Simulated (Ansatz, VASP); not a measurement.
# SnSe2: VASP beside Ansatz

INCAR

```
PREC = Accurate
ENCUT = 400
EDIFF = 1E-6
ISMEAR = 0
SIGMA = 0.02
LREAL = False
LASPH = True
NELM = 120
ALGO = Normal
ISIF = 2
LWAVE = False
LCHARG = False
LDIPOL = True
IDIPOL = 3
DIPOL = 0.5 0.5 0.500
GGA = CA
NBANDS = 49
GGA_COMPAT = False
NELMDL = -8
```

File KPOINTS:

```
regular mesh
0
Gamma
  12 12 1
```

The input POSCAR:

```
SnSe2
1.0
    3.8110000000      0.0000000000      0.0000000000
   -1.9055000000      3.3004228138      0.0000000000
    0.0000000000      0.0000000000     33.3740000000
Se Sn
6 3
Direct
    0.6666666667      0.3333333333      0.2696710014
    0.3333333333      0.6666666667      0.3625576796
    0.6666666667      0.3333333333      0.4535566609
    0.3333333333      0.6666666667      0.5464433391
    0.6666666667      0.3333333333      0.6374423204
    0.3333333333      0.6666666667      0.7303289986
    0.0000000000      0.0000000000      0.3161143405
    0.0000000000      0.0000000000      0.5000000000
    0.0000000000      0.0000000000      0.6838856595
```

Input for Ansatz:

```yaml
crystal:
  lattice:
    - [3.811, 0.0, 0.0]
    - [-1.9055, 3.3004228138, 0.0]
    - [0.0, 0.0, 33.374]
  atoms:
    - { symbol: Se, position: [0.6666666667, 0.3333333333, 0.2696710014] }
    - { symbol: Sn, position: [0.0, 0.0, 0.3161143405] }
    - { symbol: Se, position: [0.3333333333, 0.6666666667, 0.3625576796] }
    - { symbol: Se, position: [0.6666666667, 0.3333333333, 0.4535566609] }
    - { symbol: Sn, position: [0.0, 0.0, 0.5] }
    - { symbol: Se, position: [0.3333333333, 0.6666666667, 0.5464433391] }
    - { symbol: Se, position: [0.6666666667, 0.3333333333, 0.6374423204] }
    - { symbol: Sn, position: [0.0, 0.0, 0.6838856595] }
    - { symbol: Se, position: [0.3333333333, 0.6666666667, 0.7303289986] }
  periodic: [true, true, false]
scf:
  occupations: { method: gaussian, width: 0.02 }
  n_extra_bands: 12
output:
  eigenvalues: true
  write_density: true
  write_potential: true
  elf: true
  volumetric_format: npy
kpoints:
  mp_grid: { grid: [12, 12, 1] }
hamiltonian:
  xc: lda
```

Alike in both runs: task single point; functional LDA; k mesh 12 × 12 × 1; occupations gaussian, width 0.02 eV; no spin polarisation.

```csv
,VASP,Ansatz
version,VASP 6.6.1,Ansatz 0.2.0
potentials or method,"VASP PAW LDA potentials, release 64 (Se, Sn_d)","scalar-relativistic, plane waves, PAW"
plane-wave cutoff (eV),400,420
valence electrons in the cell,78,138
```

```csv
,VASP,Ansatz,Ansatz less VASP
gap on the k mesh at the Fermi level (eV),0.69,0.68,-0.016
least direct gap on the mesh (eV),0.95,0.94,-0.016
```

LDA's correlation is that of Perdew and Zunger in VASP and of Perdew and Wang (1992) in Ansatz. VASP's potentials hold 78 valence electrons a cell and Ansatz's 138, so a difference there can come from the potentials and not from the codes. Ansatz's warnings: slab cell height set, xc potential rough in thin density.
